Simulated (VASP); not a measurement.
A run of VASP 6.6.1 is set up as follows.

File POSCAR:

```
Sb
1.0
    3.3767485125      0.0000000000      0.0000000000
   -1.6883742563      2.9243499940      0.0000000000
    0.0000000000      0.0000000000      5.5063879352
Sb
2
Direct
    0.6666666667      0.3333333333      0.7500000000
    0.3333333333      0.6666666667      0.2500000000
```

The input INCAR.step1:

```
PREC = Accurate ; ENCUT = 520
ISMEAR = -1 ; SIGMA = 0.05
LREAL = False ; LASPH = True
NELM = 100 ; NBANDS = 12
GGA = PE ; ALGO = Normal
EDIFF = 1E-4 ; LWAVE = True
LCHARG = False
```

INCAR.step2

```
PREC = Accurate ; ENCUT = 520
EDIFF = 1E-6 ; ISMEAR = -1
SIGMA = 0.05 ; LREAL = False
LASPH = True ; NELM = 100
ALGO = Normal ; ISIF = 2
LWAVE = False ; LCHARG = False
METAGGA = R2SCAN ; LMIXTAU = True
NBANDS = 12 ; ISTART = 1
```

Contents of KPOINTS:

```
Automatic mesh
0
Gamma
  9 9 5
```

Potentials or basis: VASP PAW PBE potentials, release 64 (Sb).

Run with:

```sh
$ cat potpaw_PBE.64/Sb/POTCAR > POTCAR
$ cp INCAR.step1 INCAR
$ mpirun -np 1 vasp_std > vasp.out
$ cp INCAR.step2 INCAR
$ mpirun -np 1 vasp_std > vasp.out
```

(1) What does it give for the pressure?

(2) What does it give for the band gap on the k mesh?

Answers

(1) -0.6 GPa.

(2) zero (bands 5 and 6 overlap by 7.12 eV).

Caveat: the PAW data sets were made with another functional, which shifts forces and pressure a little; spin-orbit coupling is left out, which moves the levels of the heavy elements.
